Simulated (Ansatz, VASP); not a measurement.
# K in VASP and in Ansatz

```
K
1.0
    -2.60043    2.60043    2.60043
     2.60043   -2.60043    2.60043
     2.60043    2.60043   -2.60043
K
1
Cartesian
  0.0000 0.0000 0.0000
```

Change from the starting cell: volume scaled by 0.98.

Alike in both runs: task single point; functional PBEsol; k mesh 10 × 10 × 10; occupations fermi-dirac, width 0.08 eV; no spin polarisation.

```csv
,VASP,Ansatz
version,VASP 6.6.1,Ansatz 0.2.0
potentials or method,"VASP PAW PBE potentials, release 64 (K_sv), cutoff 520 eV","all-electron LAPW, scalar-relativistic"
```

|  | VASP | Ansatz | Ansatz less VASP |
| --- | --- | --- | --- |
| pressure (GPa) | 0.0 | 0.0 | +0.01 |

VASP's potentials were made for PBE, not for PBEsol. Ansatz ran all-electron here, and VASP with PAW potentials.
